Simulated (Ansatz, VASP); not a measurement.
# TiB2: VASP beside Ansatz

```
Ti B
1.0
     3.02920    0.00000    0.00000
    -1.51460    2.62336    0.00000
     0.00000    0.00000    3.22840
Ti B
1 2
Direct
  0.00000 0.00000 0.00000
  0.33333 0.66667 0.50000
  0.66667 0.33333 0.50000
```

Alike in both runs: task relaxation of cell and atoms; functional r2SCAN; k mesh 12 × 12 × 10; occupations fermi-dirac, width 0.1 eV; no spin polarisation.

|  | VASP | Ansatz |
| --- | --- | --- |
| version | VASP 6.6.1 | Ansatz 0.2.0 |
| potentials or method | VASP PAW PBE potentials, release 64 (Ti_sv, B), cutoff 550 eV | PAW plane waves |
| valence electrons in the cell | 18 | 18 |

|  | VASP | Ansatz | Ansatz less VASP |
| --- | --- | --- | --- |
| gap on the k mesh at the Fermi level, each at its own relaxed structure (eV) | none | none | - |
| relaxed volume (Å³/atom) | 8.54 | 8.52 | -0.024 |
| relaxed cell length with the largest relative difference (Å) | 3.228 | 3.224 | -0.0035 |

VASP's potentials were made for PBE, not for r2SCAN. A gap of «none» marks a metal or a gap that the smearing closes.
